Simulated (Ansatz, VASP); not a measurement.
**Ga2O in VASP and in Ansatz**

```
CELL_PARAMETERS angstrom
4.30028 0.00000 0.00000
-2.15014 3.72415 0.00000
0.00000 0.00000 2.90818
ATOMIC_POSITIONS crystal
Ga 0.33333 0.66667 0.00000
Ga 0.66667 0.33333 0.00000
O 0.00000 0.00000 0.00000
```

Alike in both runs: functional PBE; k mesh 6 × 6 × 8; occupations gaussian, width 0.1 eV; no spin polarisation.

Ansatz relaxed the structure, and its values are those at the end. VASP's run is a single point on that final structure, the one shown.

```csv
,VASP,Ansatz
version,VASP 6.6.1,Ansatz 0.2.0
potentials or method,"VASP PAW PBE potentials, release 64 (Ga_d, O), cutoff 520 eV","scalar-relativistic, plane waves, PAW"
valence electrons in the cell,32,32
```

VASP gave:

```
gap on the k mesh at the Fermi level (eV) : none
pressure (GPa)                            : 0.3
```

Estimate Ansatz's values.

gap on the k mesh at the Fermi level (eV): none; pressure (GPa): 0.1.

A gap of «none» marks a metal or a gap that the smearing closes.
